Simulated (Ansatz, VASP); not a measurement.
## Two plane-wave programs on C

```
C
1.0
     0.00000    2.12676    3.56176
     1.22792    0.00000    3.56176
     1.22792    2.12676    0.00000
C
2
Direct
  0.13863 0.80522 0.19478
  0.83330 0.16670 0.83330
```

Alike in both runs: task single point; functional r2SCAN; k mesh 14 × 14 × 14; occupations gaussian, width 0.05 eV; no spin polarisation.

|  | VASP | Ansatz |
| --- | --- | --- |
| version | VASP 6.6.1 | Ansatz 0.2.0 |
| potentials or method | VASP PAW PBE potentials, release 64 (C), cutoff 520 eV | scalar-relativistic, plane waves, PAW |
| valence electrons in the cell | 8 | 8 |

```tsv
	VASP	Ansatz	Ansatz less VASP
gap on the k mesh at the Fermi level (eV)	0.42	0.42	-0.002
least direct gap on the mesh (eV)	0.62	0.61	-0.001
pressure (GPa)	-1.4	-2.0	-0.66
traceless stress, the component that is largest in VASP (GPa)	-4.85	-4.15	+0.699
rms of the force components (eV/Å)	2.005	2.025	+0.0203
```

VASP's potentials were made for PBE, not for r2SCAN. Atom by atom the forces differ by 0.020 eV/Å (rms over components). With one functional, cell and mesh, what is left measures potentials, basis and numerics.
